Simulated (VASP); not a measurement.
# CuBiH3 (Pm-3m) in VASP: further runs

Runs on CuBiH3. Level: PBE. Tasks: single point.

Program: VASP 6.6.1. These are calculated values, not measurements. Logs are shortened: lines on timing, memory, paths and dates and some standing lists are left out, and cuts for length are marked.

### Step 1. The cell of the first run

The structure is cubic, space group Pm-3m (No. 221). The conventional cell has a = 4.166 Å, b = 4.166 Å, c = 4.166 Å, α = 90.00°, β = 90.00°, γ = 90.00°. Within 3.9 Å of Cu (site symmetry m-3m) lie 12 H at 2.95 Å and 8 Bi at 3.61 Å. Bi (site symmetry m-3m) has 6 H at 2.08 Å within 2.8 Å. H (site symmetry 4/mmm) has 2 Bi at 2.08 Å within 2.8 Å.

### Step 2. Single point, PBE

Contents of INCAR:

```
SYSTEM = CuBiH3
PREC = Accurate ; ENCUT = 520
EDIFF = 1E-6 ; ISMEAR = 0
SIGMA = 0.1 ; LREAL = .False.
LASPH = .True. ; NELM = 80
ALGO = Normal ; ISIF = 2
LWAVE = .False. ; LCHARG = .False.
GGA = PE ; NBANDS = 22
```

Contents of KPOINTS:

```
regular mesh
0
Gamma
  4 4 4
  0 0 0
```

Contents of POSCAR:

```
CuBiH3
1.0
    4.1661211232      0.0000000000      0.0000000000
    0.0000000000      4.1661211232      0.0000000000
    0.0000000000      0.0000000000      4.1661211232
Cu Bi H
1 1 3
Direct
    0.0000000000      0.0000000000      0.0000000000
    0.5000000000      0.5000000000      0.5000000000
    0.0000000000      0.5000000000      0.5000000000
    0.5000000000      0.0000000000      0.5000000000
    0.5000000000      0.5000000000      0.0000000000
```

Potentials or basis: VASP PAW PBE potentials, release 64 (Cu, Bi_d, H).

Started as:

```console
cat potpaw_PBE.64/Cu/POTCAR potpaw_PBE.64/Bi_d/POTCAR potpaw_PBE.64/H/POTCAR > POTCAR
mpirun -np 1 vasp_std > vasp.out
```

OUTCAR:

```text
SYSTEM = CuBiH3
   PREC = Accurate
   ENCUT = 520
   EDIFF = 1E-6
   ISMEAR = 0
   LREAL = .False.
   LASPH = .True.
   NELM = 80
   ISIF = 2
   GGA = PE

 ion  position               nearest neighbor table
   1  0.000  0.000  0.000-
   2  0.500  0.500  0.500-   3 2.08   4 2.08   5 2.08   5 2.08   4 2.08   3 2.08
   3  0.000  0.500  0.500-   2 2.08   2 2.08
   4  0.500  0.000  0.500-   2 2.08   2 2.08
   5  0.500  0.500  0.000-   2 2.08   2 2.08

  LATTYP: Found a simple cubic cell.
 ALAT       =     4.1661211232

  Lattice vectors:

 A1 = (   4.1661211232,   0.0000000000,   0.0000000000)
 A2 = (   0.0000000000,   4.1661211232,   0.0000000000)
 A3 = (   0.0000000000,   0.0000000000,   4.1661211232)

Analysis of symmetry for initial positions (statically):
=====================================================================
 Subroutine PRICEL returns:
 Original cell was already a primitive cell.

 Routine SETGRP: Setting up the symmetry group for a
 simple cubic supercell.

 Subroutine GETGRP returns: Found 48 space group operations
 (whereof 48 operations were pure point group operations)
 out of a pool of 48 trial point group operations.

The static configuration has the point symmetry O_h .

Analysis of symmetry for dynamics (positions and initial velocities):
=====================================================================
 Subroutine PRICEL returns:
 Original cell was already a primitive cell.

 Routine SETGRP: Setting up the symmetry group for a
 simple cubic supercell.

 Subroutine GETGRP returns: Found 48 space group operations
 (whereof 48 operations were pure point group operations)
 out of a pool of 48 trial point group operations.

The dynamic configuration has the point symmetry O_h .

 Subroutine INISYM returns: Found 48 space group operations
 (whereof 48 operations are pure point group operations),
 and found     1 'primitive' translations

----------------------------------------------------------------------------------------

                                     Primitive cell

  volume of cell :      72.3096

  direct lattice vectors                    reciprocal lattice vectors
     4.166121123  0.000000000  0.000000000     0.240031427  0.000000000  0.000000000
     0.000000000  4.166121123  0.000000000     0.000000000  0.240031427  0.000000000
     0.000000000  0.000000000  4.166121123     0.000000000  0.000000000  0.240031427

  length of vectors
     4.166121123  4.166121123  4.166121123     0.240031427  0.240031427  0.240031427

  position of ions in fractional coordinates (direct lattice)
     0.000000000  0.000000000  0.000000000
     0.500000000  0.500000000  0.500000000
     0.000000000  0.500000000  0.500000000
     0.500000000  0.000000000  0.500000000
     0.500000000  0.500000000  0.000000000

  ion indices of the primitive-cell ions
   primitive index   ion index
                 1           1
                 2           2
                 3           3
                 4           4
                 5           5

----------------------------------------------------------------------------------------

 KPOINTS: regular mesh

Automatic generation of k-mesh.
 Grid dimensions read from file:
 generate k-points for:    4    4    4

 Generating k-lattice:

  Cartesian coordinates                     Fractional coordinates (reciprocal lattice)
     0.060007857  0.000000000  0.000000000     0.250000000  0.000000000  0.000000000
     0.000000000  0.060007857  0.000000000     0.000000000  0.250000000  0.000000000
     0.000000000  0.000000000  0.060007857     0.000000000  0.000000000  0.250000000

  Length of vectors
     0.060007857  0.060007857  0.060007857

  Shift w.r.t. Gamma in fractional coordinates (k-lattice)
     0.000000000  0.000000000  0.000000000

 Subroutine IBZKPT returns following result:
 ===========================================

 Found     10 irreducible k-points:

 Following reciprocal coordinates:
            Coordinates               Weight
  0.000000  0.000000  0.000000      1.000000
  0.250000  0.000000  0.000000      6.000000
  0.500000  0.000000  0.000000      3.000000
  0.250000  0.250000  0.000000     12.000000
  0.500000  0.250000  0.000000     12.000000
  0.500000  0.500000  0.000000      3.000000
  0.250000  0.250000  0.250000      8.000000
  0.500000  0.250000  0.250000     12.000000
  0.500000  0.500000  0.250000      6.000000
  0.500000  0.500000  0.500000      1.000000
   k-points           NKPTS =     10   k-points in BZ     NKDIM =     10   number of bands    NBANDS=     22
   number of dos      NEDOS =    301   number of ions     NIONS =      5
   total plane-waves  NPLWV =  32768
   dimension x,y,z NGX =    32 NGY =   32 NGZ =   32
   dimension x,y,z NGXF=    64 NGYF=   64 NGZF=   64
   ions per type =               1   1   3
   NGX,Y,Z   is equivalent  to a cutoff of  12.77, 12.77, 12.77 a.u.
   NGXF,Y,Z  is equivalent  to a cutoff of  25.54, 25.54, 25.54 a.u.
 SYSTEM =  CuBiH3
   PREC   = accura    normal or accurate (medium, high low for compatibility)
   ISTART =      0    job   : 0-new  1-cont  2-samecut
   ICHARG =      2    charge: 1-file 2-atom 10-const
   ISPIN  =      1    spin polarized calculation?
   LNONCOLLINEAR =      F non collinear calculations
   LSORBIT =      F    spin-orbit coupling
   LASPH  =      T    aspherical Exc in radial PAW
   ENCUT  =  520.0 eV  38.22 Ry    6.18 a.u.   7.75  7.75  7.75*2*pi/ulx,y,z
   NELM   =     80;   NELMIN=  2; NELMDL= -5     # of ELM steps
   EDIFF  = 0.1E-05   stopping-criterion for ELM
   LREAL  =      F    real-space projection
   EDIFFG = 0.1E-04   stopping-criterion for IOM
   NSW    =      0    number of steps for IOM
   IBRION =     -1    ionic relax: 0-MD 1-quasi-New 2-CG
   NFREE  =      0    steps in history (QN), initial steepest desc. (CG)
   ISIF   =      2    stress and relaxation
   ISYM   =      2    0-nonsym 1-usesym 2-fastsym
   POTIM  = 0.5000    time-step for ionic-motion
   TEBEG  =    0.0;   TEEND  =   0.0 temperature during run
   PSTRESS=    0.0 pullay stress
   NELECT =      29.0000    total number of electrons
   NUPDOWN=      -1.0000    fix difference up-down
   EMIN   =  10.00;   EMAX   =-10.00  energy-range for DOS
   EFERMI =   0.00;   METHOD = LEGACY
   ISMEAR =     0;   SIGMA  =   0.10  broadening in eV -4-tet -1-fermi 0-gaus
   EFERMI_NEDOS =   21; number of points for ismear=-14 and -15
   IALGO  =     38    algorithm
   IMIX   =      4    mixing-type and parameters
     AMIX     =   0.40;   BMIX     =  1.00
     AMIX_MAG =   1.60;   BMIX_MAG =  1.00
  volume/ion in A,a.u.               =      14.46        97.59
  Fermi-wavevector in a.u.,A,eV,Ry     =   1.207283  2.281433 19.830917  1.457531
  Thomas-Fermi vector in A             =   2.342925
   LORBIT       =      0    0 simple, 1 ext, 2 COOP (PROOUT), +10 PAW based schemes
   GGA     = PE    functional components
   LHFCALC =     F    Hartree Fock is set to
   AEXX    =    0.0000 exact exchange contribution
   IVDW    =     0    specifies the selected vdW correction
   LEPSILON=     F    determine dielectric tensor
   LRPA    =     F    only Hartree local field effects (RPA)
 non-spin polarized calculation
 Gauss-broadening in eV      SIGMA  =   0.10
  energy-cutoff  :      520.00
  volume of cell :       72.31
 maximum number of plane-waves:      1956
 NGX is ok and might be reduce to    32
   NGX = 15   NGY = 15   NGZ = 15

 number of electron      28.9999995 magnetization

 Free energy of the ion-electron system (eV)
  ---------------------------------------------------
  ext. energy  EPLUGINS =         0.00000000
  ---------------------------------------------------
  free energy    TOTEN  =       -12.91139175 eV

  energy without entropy =      -12.88273262  energy(sigma->0) =      -12.89706218

 E-fermi :   3.6817     XC(G=0):  -9.2722

 val. band max:        3.6368837520   @ k =   0.5000   0.2500   0.0000
 cond. band min:       3.7086421783   @ k =   0.2500   0.0000   0.0000
 fundamental gap:      0.0717584263
 Fermi energy:         3.6817016872

 k-point     1 :       0.0000    0.0000    0.0000
  band No.  band energies     occupation
      1     -19.6261      2.00000
      2     -19.6261      2.00000
      3     -19.5376      2.00000
      4     -19.5376      2.00000
      5     -19.5376      2.00000
      6      -9.0351      2.00000
[... 14 lines left out ...]
     21      11.4571      0.00000
     22      14.3100      0.00000

 k-point     2 :       0.2500    0.0000    0.0000
  band No.  band energies     occupation
      1     -19.6257      2.00000
      2     -19.6007      2.00000
      3     -19.5409      2.00000
      4     -19.5409      2.00000
      5     -19.5374      2.00000
      6      -8.7301      2.00000
[... 14 lines left out ...]
     21      11.7217      0.00000
     22      11.8187      0.00000

 k-point     3 :       0.5000    0.0000    0.0000
  band No.  band energies     occupation
      1     -19.6253      2.00000
      2     -19.5753      2.00000
      3     -19.5441      2.00000
      4     -19.5441      2.00000
      5     -19.5371      2.00000
      6      -8.3378      2.00000
[... 14 lines left out ...]
     21      10.9112      0.00000
     22      11.8408      0.00000

 k-point     4 :       0.2500    0.2500    0.0000
  band No.  band energies     occupation
      1     -19.6130      2.00000
      2     -19.5875      2.00000
      3     -19.5443      2.00000
      4     -19.5406      2.00000
      5     -19.5406      2.00000
      6      -8.4234      2.00000
[... 14 lines left out ...]
     21      10.1909      0.00000
     22      12.6229      0.00000

 k-point     5 :       0.5000    0.2500    0.0000
  band No.  band energies     occupation
      1     -19.6094      2.00000
      2     -19.5652      2.00000
      3     -19.5477      2.00000
      4     -19.5438      2.00000
      5     -19.5404      2.00000
      6      -8.0270      2.00000
[... 14 lines left out ...]
     21      11.9755      0.00000
     22      12.9485      0.00000

 k-point     6 :       0.5000    0.5000    0.0000
  band No.  band energies     occupation
      1     -19.6002      2.00000
      2     -19.5514      2.00000
      3     -19.5482      2.00000
      4     -19.5436      2.00000
      5     -19.5436      2.00000
      6      -7.6218      2.00000
[... 14 lines left out ...]
     21      11.8302      0.00000
     22      12.5742      0.00000

 k-point     7 :       0.2500    0.2500    0.2500
  band No.  band energies     occupation
      1     -19.5872      2.00000
      2     -19.5872      2.00000
      3     -19.5441      2.00000
      4     -19.5440      2.00000
      5     -19.5440      2.00000
      6      -8.1109      2.00000
[... 14 lines left out ...]
     21      10.4776      0.00000
     22      14.1426      0.00000

 k-point     8 :       0.5000    0.2500    0.2500
  band No.  band energies     occupation
      1     -19.5870      2.00000
      2     -19.5614      2.00000
      3     -19.5475      2.00000
      4     -19.5474      2.00000
      5     -19.5437      2.00000
      6      -7.7035      2.00000
[... 14 lines left out ...]
     21      12.0467      0.00000
     22      13.7715      0.00000

 k-point     9 :       0.5000    0.5000    0.2500
  band No.  band energies     occupation
      1     -19.5741      2.00000
      2     -19.5510      2.00000
      3     -19.5480      2.00000
      4     -19.5471      2.00000
      5     -19.5471      2.00000
      6      -7.2747      2.00000
[... 14 lines left out ...]
     21      11.9573      0.00000
     22      15.3287      0.00000

 k-point    10 :       0.5000    0.5000    0.5000
  band No.  band energies     occupation
      1     -19.5506      2.00000
      2     -19.5506      2.00000
      3     -19.5506      2.00000
      4     -19.5478      2.00000
      5     -19.5478      2.00000
      6      -6.7995      2.00000
[... 14 lines left out ...]
     21      12.1300      0.00000
     22      19.2051      0.00000

------------------------ aborting loop because EDIFF is reached ----------------------------------------

  FORCE on cell =-STRESS in cart. coord.  units (eV):
  Direction    XX          YY          ZZ          XY          YZ          ZX
  --------------------------------------------------------------------------------------
  -------------------------------------------------------------------------------------
  Total        0.1437415      0.1437415      0.1437415      0.0000000      0.0000000     -0.0000000
  in kB        3.1849101      3.1849101      3.1849101      0.0000000      0.0000000     -0.0000000
  external PRESSURE =       3.1849101 kB  Pullay stress =       0.0000000 kB

 VOLUME and BASIS-vectors are now :
 -----------------------------------------------------------------------------
  energy-cutoff  :      520.00
  volume of cell :       72.31
      direct lattice vectors                 reciprocal lattice vectors
     4.166121123  0.000000000  0.000000000     0.240031427  0.000000000  0.000000000
     0.000000000  4.166121123  0.000000000     0.000000000  0.240031427  0.000000000
     0.000000000  0.000000000  4.166121123     0.000000000  0.000000000  0.240031427

 POSITION                                       TOTAL-FORCE (eV/Angst)
 -----------------------------------------------------------------------------------
      0.00000      0.00000      0.00000         0.000000      0.000000      0.000000
      2.08306      2.08306      2.08306         0.000000      0.000000      0.000000
      0.00000      2.08306      2.08306         0.000000      0.000000      0.000000
      2.08306      0.00000      2.08306         0.000000      0.000000      0.000000
      2.08306      2.08306      0.00000         0.000000      0.000000      0.000000
 -----------------------------------------------------------------------------------
    total drift:                                0.000000      0.000000     -0.000000

  FREE ENERGIE OF THE ION-ELECTRON SYSTEM (eV)
  ---------------------------------------------------
  free  energy   TOTEN  =       -12.9113917469 eV

  energy  without entropy=      -12.8827326177  energy(sigma->0) =      -12.89706218
```

Wall time 7.9 s (1 thread of Intel Xeon 6975P-C (Granite Rapids), shared host); peak memory 0.18 GiB.

What came out:

```yaml
Free_energy: -12.9114 eV
Pressure: 0.3 GPa
```

Caveat: the k points lie up to 0.38 Å⁻¹ apart; spin-orbit coupling is left out, which moves the levels of the heavy elements.

(Continued in part 2 of 2.)
